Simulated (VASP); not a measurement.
# GaSb (F-43m) in VASP: further runs

GaSb is run at these levels: PBE, r2SCAN; tasks: single point.

Everything below comes from runs of VASP 6.6.1. Logs are shortened: lines on timing, memory, paths and dates and some standing lists are left out, and cuts for length are marked.

## Step 1: The cell of the first run

It takes space group F-43m (No. 216, cubic). The conventional cell has a = 6.132 Å, b = 6.132 Å, c = 6.132 Å, α = 90.00°, β = 90.00°, γ = 90.00°. Ga (site symmetry -43m) has 4 Sb at 2.66 Å within 3.5 Å. Sb (site symmetry -43m) has 4 Ga at 2.66 Å within 3.5 Å.

## Step 2: Single point, PBE

Contents of INCAR:

```
PREC = Accurate
ENCUT = 520
EDIFF = 1E-6
ISMEAR = -1
SIGMA = 0.02
LREAL = False
LASPH = True
NELM = 60
ALGO = Normal
ISIF = 2
LWAVE = False
LCHARG = False
GGA = PE
NBANDS = 16
```

Contents of KPOINTS:

```
Automatic mesh
0
Gamma
  8 8 8
```

Contents of POSCAR:

```
GaSb
1.0
    0.0000000000      3.0658788000      3.0658788000
    3.0658788000      0.0000000000      3.0658788000
    3.0658788000      3.0658788000      0.0000000000
Ga Sb
1 1
Direct
    0.0000000000      0.0000000000      0.0000000000
    0.2500000000      0.2500000000      0.2500000000
```

Potentials or basis: VASP PAW PBE potentials, release 64 (Ga_d, Sb).

Run with:

```bash
> cat potpaw_PBE.64/Ga_d/POTCAR potpaw_PBE.64/Sb/POTCAR > POTCAR
> mpirun -np 1 vasp_std > vasp.out
```

OUTCAR:

```text
PREC = Accurate
   ENCUT = 520
   EDIFF = 1E-6
   ISMEAR = -1
   LREAL = False
   LASPH = True
   NELM = 60
   ISIF = 2
   GGA = PE

 ion  position               nearest neighbor table
   1  0.000  0.000  0.000-   2 2.66   2 2.66   2 2.66   2 2.66
   2  0.250  0.250  0.250-   1 2.66   1 2.66   1 2.66   1 2.66

  LATTYP: Found a face centered cubic cell.
 ALAT       =     6.1317576000

  Lattice vectors:

 A1 = (   0.0000000000,   3.0658788000,   3.0658788000)
 A2 = (   3.0658788000,   0.0000000000,   3.0658788000)
 A3 = (   3.0658788000,   3.0658788000,   0.0000000000)

Analysis of symmetry for initial positions (statically):
=====================================================================
 Subroutine PRICEL returns:
 Original cell was already a primitive cell.

 Routine SETGRP: Setting up the symmetry group for a
 face centered cubic supercell.

 Subroutine GETGRP returns: Found 24 space group operations
 (whereof 24 operations were pure point group operations)
 out of a pool of 48 trial point group operations.

The static configuration has the point symmetry T_d .

Analysis of symmetry for dynamics (positions and initial velocities):
=====================================================================
 Subroutine PRICEL returns:
 Original cell was already a primitive cell.

 Routine SETGRP: Setting up the symmetry group for a
 face centered cubic supercell.

 Subroutine GETGRP returns: Found 24 space group operations
 (whereof 24 operations were pure point group operations)
 out of a pool of 48 trial point group operations.

The dynamic configuration has the point symmetry T_d .

 Subroutine INISYM returns: Found 24 space group operations
 (whereof 24 operations are pure point group operations),
 and found     1 'primitive' translations

----------------------------------------------------------------------------------------

                                     Primitive cell

  volume of cell :      57.6361

  direct lattice vectors                    reciprocal lattice vectors
     0.000000000  3.065878800  3.065878800    -0.163085377  0.163085377  0.163085377
     3.065878800  0.000000000  3.065878800     0.163085377 -0.163085377  0.163085377
     3.065878800  3.065878800  0.000000000     0.163085377  0.163085377 -0.163085377

  length of vectors
     4.335807380  4.335807380  4.335807380     0.282472159  0.282472159  0.282472159

  position of ions in fractional coordinates (direct lattice)
     0.000000000  0.000000000  0.000000000
     0.250000000  0.250000000  0.250000000

  ion indices of the primitive-cell ions
   primitive index   ion index
                 1           1
                 2           2

----------------------------------------------------------------------------------------

 KPOINTS: Automatic mesh

Automatic generation of k-mesh.
 Grid dimensions read from file:
 generate k-points for:    8    8    8

 Generating k-lattice:

  Cartesian coordinates                     Fractional coordinates (reciprocal lattice)
    -0.020385672  0.020385672  0.020385672     0.125000000  0.000000000  0.000000000
     0.020385672 -0.020385672  0.020385672     0.000000000  0.125000000  0.000000000
     0.020385672  0.020385672 -0.020385672     0.000000000  0.000000000  0.125000000

  Length of vectors
     0.035309020  0.035309020  0.035309020

  Shift w.r.t. Gamma in fractional coordinates (k-lattice)
     0.000000000  0.000000000  0.000000000

 Subroutine IBZKPT returns following result:
 ===========================================

 Found     29 irreducible k-points:

 Following reciprocal coordinates:
            Coordinates               Weight
  0.000000  0.000000  0.000000      1.000000
  0.125000  0.000000  0.000000      8.000000
  0.250000  0.000000  0.000000      8.000000
  0.375000  0.000000  0.000000      8.000000
  0.500000  0.000000  0.000000      4.000000
  0.125000  0.125000  0.000000      6.000000
[... 16 lines left out ...]
  0.500000  0.250000  0.125000     48.000000
 -0.375000  0.250000  0.125000     24.000000
 [... further k-points ...]
   k-points           NKPTS =     29   k-points in BZ     NKDIM =     29   number of bands    NBANDS=     16
   number of dos      NEDOS =    301   number of ions     NIONS =      2
   total plane-waves  NPLWV =  32768
   dimension x,y,z NGX =    32 NGY =   32 NGZ =   32
   dimension x,y,z NGXF=    64 NGYF=   64 NGZF=   64
   ions per type =               1   1
   NGX,Y,Z   is equivalent  to a cutoff of  12.27, 12.27, 12.27 a.u.
   NGXF,Y,Z  is equivalent  to a cutoff of  24.54, 24.54, 24.54 a.u.
 SYSTEM =  unknown system
   PREC   = accura    normal or accurate (medium, high low for compatibility)
   ISTART =      0    job   : 0-new  1-cont  2-samecut
   ICHARG =      2    charge: 1-file 2-atom 10-const
   ISPIN  =      1    spin polarized calculation?
   LNONCOLLINEAR =      F non collinear calculations
   LSORBIT =      F    spin-orbit coupling
   LASPH  =      T    aspherical Exc in radial PAW
   ENCUT  =  520.0 eV  38.22 Ry    6.18 a.u.   8.06  8.06  8.06*2*pi/ulx,y,z
   NELM   =     60;   NELMIN=  2; NELMDL= -5     # of ELM steps
   EDIFF  = 0.1E-05   stopping-criterion for ELM
   LREAL  =      F    real-space projection
   EDIFFG = 0.1E-04   stopping-criterion for IOM
   NSW    =      0    number of steps for IOM
   IBRION =     -1    ionic relax: 0-MD 1-quasi-New 2-CG
   NFREE  =      0    steps in history (QN), initial steepest desc. (CG)
   ISIF   =      2    stress and relaxation
   ISYM   =      2    0-nonsym 1-usesym 2-fastsym
   POTIM  = 0.5000    time-step for ionic-motion
   TEBEG  =    0.0;   TEEND  =   0.0 temperature during run
   PSTRESS=    0.0 pullay stress
   NELECT =      18.0000    total number of electrons
   NUPDOWN=      -1.0000    fix difference up-down
   EMIN   =  10.00;   EMAX   =-10.00  energy-range for DOS
   EFERMI =   0.00;   METHOD = LEGACY
   ISMEAR =    -1;   SIGMA  =   0.02  broadening in eV -4-tet -1-fermi 0-gaus
   EFERMI_NEDOS =   21; number of points for ismear=-14 and -15
   IALGO  =     38    algorithm
   IMIX   =      4    mixing-type and parameters
     AMIX     =   0.40;   BMIX     =  1.00
     AMIX_MAG =   1.60;   BMIX_MAG =  1.00
  volume/ion in A,a.u.               =      28.82       194.47
  Fermi-wavevector in a.u.,A,eV,Ry     =   1.110710  2.098938 16.785191  1.233677
  Thomas-Fermi vector in A             =   2.247265
   LORBIT       =      0    0 simple, 1 ext, 2 COOP (PROOUT), +10 PAW based schemes
   GGA     = PE    functional components
   LHFCALC =     F    Hartree Fock is set to
   AEXX    =    0.0000 exact exchange contribution
   IVDW    =     0    specifies the selected vdW correction
   LEPSILON=     F    determine dielectric tensor
   LRPA    =     F    only Hartree local field effects (RPA)
 non-spin polarized calculation
  energy-cutoff  :      520.00
  volume of cell :       57.64
 maximum number of plane-waves:      1572
   NGX = 17   NGY = 17   NGZ = 17

 number of electron      17.9999989 magnetization

 Free energy of the ion-electron system (eV)
  ---------------------------------------------------
  ext. energy  EPLUGINS =         0.00000000
  ---------------------------------------------------
  free energy    TOTEN  =        -7.35129941 eV

  energy without entropy =       -7.35112530  energy(sigma->0) =       -7.35121235

 E-fermi :   4.8219     XC(G=0):  -9.0589

 val. band max:        4.8025266311   @ k =   0.0000   0.0000   0.0000
 cond. band min:       5.1918047911   @ k =   0.5000   0.0000   0.0000
 fundamental gap:      0.3892781600
 Fermi energy:         4.8219204528

 k-point     1 :       0.0000    0.0000    0.0000
  band No.  band energies     occupation
      1     -10.2189      2.00000
      2     -10.2189      2.00000
      3     -10.2189      2.00000
      4     -10.1703      2.00000
      5     -10.1703      2.00000
      6      -6.6271      2.00000
[... 8 lines left out ...]
     15      13.3812      0.00000
     16      13.3812      0.00000

 k-point     2 :       0.1250    0.0000    0.0000
  band No.  band energies     occupation
      1     -10.2230      2.00000
      2     -10.2172      2.00000
      3     -10.2172      2.00000
      4     -10.1705      2.00000
      5     -10.1705      2.00000
      6      -6.4686      2.00000
[... 8 lines left out ...]
     15      12.5945      0.00000
     16      12.5945      0.00000

 k-point     3 :       0.2500    0.0000    0.0000
  band No.  band energies     occupation
      1     -10.2325      2.00000
      2     -10.2132      2.00000
      3     -10.2132      2.00000
      4     -10.1707      2.00000
      5     -10.1707      2.00000
      6      -6.0172      2.00000
[... 8 lines left out ...]
     15      12.3801      0.00000
     16      12.3801      0.00000

 k-point     4 :       0.3750    0.0000    0.0000
  band No.  band energies     occupation
      1     -10.2419      2.00000
      2     -10.2097      2.00000
      3     -10.2097      2.00000
      4     -10.1703      2.00000
      5     -10.1703      2.00000
      6      -5.3921      2.00000
[... 8 lines left out ...]
     15      13.3274      0.00000
     16      13.3274      0.00000

 k-point     5 :       0.5000    0.0000    0.0000
  band No.  band energies     occupation
      1     -10.2458      2.00000
      2     -10.2085      2.00000
      3     -10.2085      2.00000
      4     -10.1700      2.00000
      5     -10.1700      2.00000
      6      -5.0199      2.00000
[... 8 lines left out ...]
     15      14.6725      0.00000
     16      14.6725      0.00000

 k-point     6 :       0.1250    0.1250    0.0000
  band No.  band energies     occupation
      1     -10.2262      2.00000
      2     -10.2155      2.00000
      3     -10.2155      2.00000
      4     -10.1716      2.00000
      5     -10.1697      2.00000
      6      -6.4150      2.00000
[... 8 lines left out ...]
     15      11.7119      0.00000
     16      13.5808      0.00000
[... 267 lines left out ...]
 k-point    21 :       0.5000    0.5000    0.0000
  band No.  band energies     occupation
      1     -10.2628      2.00000
      2     -10.1949      2.00000
      3     -10.1949      2.00000
      4     -10.1819      2.00000
      5     -10.1662      2.00000
      6      -4.1997      2.00000
[... 8 lines left out ...]
     15      15.5717      0.00000
     16      16.0707      0.00000

 k-point    22 :       0.3750    0.2500    0.1250
  band No.  band energies     occupation
      1     -10.2421      2.00000
      2     -10.2086      2.00000
      3     -10.2072      2.00000
      4     -10.1741      2.00000
      5     -10.1689      2.00000
      6      -5.6233      2.00000
[... 8 lines left out ...]
     15      13.8514      0.00000
     16      14.0721      0.00000

 k-point    23 :       0.5000    0.2500    0.1250
  band No.  band energies     occupation
      1     -10.2484      2.00000
      2     -10.2062      2.00000
      3     -10.2039      2.00000
      4     -10.1740      2.00000
      5     -10.1694      2.00000
      6      -5.0245      2.00000
[... 8 lines left out ...]
     15      13.5463      0.00000
     16      14.9534      0.00000

 k-point    24 :      -0.3750    0.2500    0.1250
  band No.  band energies     occupation
      1     -10.2508      2.00000
      2     -10.2055      2.00000
      3     -10.2026      2.00000
      4     -10.1732      2.00000
      5     -10.1701      2.00000
      6      -4.6697      2.00000
[... 8 lines left out ...]
     15      14.4482      0.00000
     16      14.9443      0.00000

 [... further k-points ...]
[... 5 lines left out ...]
  --------------------------------------------------------------------------------------
  -------------------------------------------------------------------------------------
  Total        0.7367550      0.7367550      0.7367550      0.0000000      0.0000000      0.0000000
  in kB       20.4804137     20.4804137     20.4804137      0.0000000      0.0000000      0.0000000
  external PRESSURE =      20.4804137 kB  Pullay stress =       0.0000000 kB

 VOLUME and BASIS-vectors are now :
 -----------------------------------------------------------------------------
  energy-cutoff  :      520.00
  volume of cell :       57.64
      direct lattice vectors                 reciprocal lattice vectors
     0.000000000  3.065878800  3.065878800    -0.163085377  0.163085377  0.163085377
     3.065878800  0.000000000  3.065878800     0.163085377 -0.163085377  0.163085377
     3.065878800  3.065878800  0.000000000     0.163085377  0.163085377 -0.163085377

 POSITION                                       TOTAL-FORCE (eV/Angst)
 -----------------------------------------------------------------------------------
      0.00000      0.00000      0.00000         0.000000      0.000000      0.000000
      1.53294      1.53294      1.53294        -0.000000     -0.000000     -0.000000
 -----------------------------------------------------------------------------------
    total drift:                                0.000002      0.000002      0.000002

  FREE ENERGIE OF THE ION-ELECTRON SYSTEM (eV)
  ---------------------------------------------------
  free  energy   TOTEN  =        -7.3512994096 eV

  energy  without entropy=       -7.3511252959  energy(sigma->0) =       -7.35121235
```

It took 29 s on 1 thread of AMD EPYC 7R43 (Zen 3), shared host; peak memory 0.15 GiB.

What came out:

| Item | Value |
| --- | --- |
| Free energy | -7.3513 eV |
| Pressure | 2.0 GPa |
| Band gap on the k mesh | zero (filled and empty bands touch) |

Caveat: spin-orbit coupling is left out, which moves the levels of the heavy elements.

## Step 3: Single point, r2SCAN

POSCAR is that of step 2.

Contents of INCAR.step1:

```
PREC = Accurate
ENCUT = 520
ISMEAR = -1
SIGMA = 0.02
LREAL = False
LASPH = True
NELM = 100
NBANDS = 16
GGA = PE
ALGO = Normal
EDIFF = 1E-4
LWAVE = True
LCHARG = False
```

Contents of INCAR.step2:

```
PREC = Accurate
ENCUT = 520
EDIFF = 1E-6
ISMEAR = -1
SIGMA = 0.02
LREAL = False
LASPH = True
NELM = 100
ALGO = Normal
ISIF = 2
LWAVE = False
LCHARG = False
METAGGA = R2SCAN
LMIXTAU = True
NBANDS = 16
ISTART = 1
```

Contents of KPOINTS:

```
regular mesh
0
Gamma
  8 8 8
```

Potentials or basis: VASP PAW PBE potentials, release 64 (Ga_d, Sb).

Run with:

```bash
> cat potpaw_PBE.64/Ga_d/POTCAR potpaw_PBE.64/Sb/POTCAR > POTCAR
> cp INCAR.step1 INCAR
> mpirun -np 1 vasp_std > vasp.out
> cp INCAR.step2 INCAR
> mpirun -np 1 vasp_std > vasp.out
```

Wall time 73 s (1 thread of AMD EPYC 7R43 (Zen 3), shared host); peak memory 0.17 GiB.

It converged, with:

| Property | Result |
| --- | --- |
| Free energy | -37.6006 eV |
| Pressure | 0.1 GPa |
| Band gap on the k mesh | 0.40 eV, direct |

Levels at points of the mesh, in eV from the valence-band top:
| k point | band 7 | band 8 | band 9 | band 10 | band 11 | band 12 |
| --- | --- | --- | --- | --- | --- | --- |
| (0.00, 0.00, 0.00) | 0.00 | 0.00 | 0.00 | 0.40 | 2.98 | 2.98 |
| (0.50, 0.00, 0.00) | -6.55 | -1.20 | -1.20 | 0.67 | 4.01 | 4.01 |
| (0.50, 0.50, 0.00) | -7.02 | -2.67 | -2.67 | 1.13 | 1.49 | 9.22 |

Caveat: the PAW data sets were made with another functional, which shifts forces and pressure a little; spin-orbit coupling is left out, which moves the levels of the heavy elements.
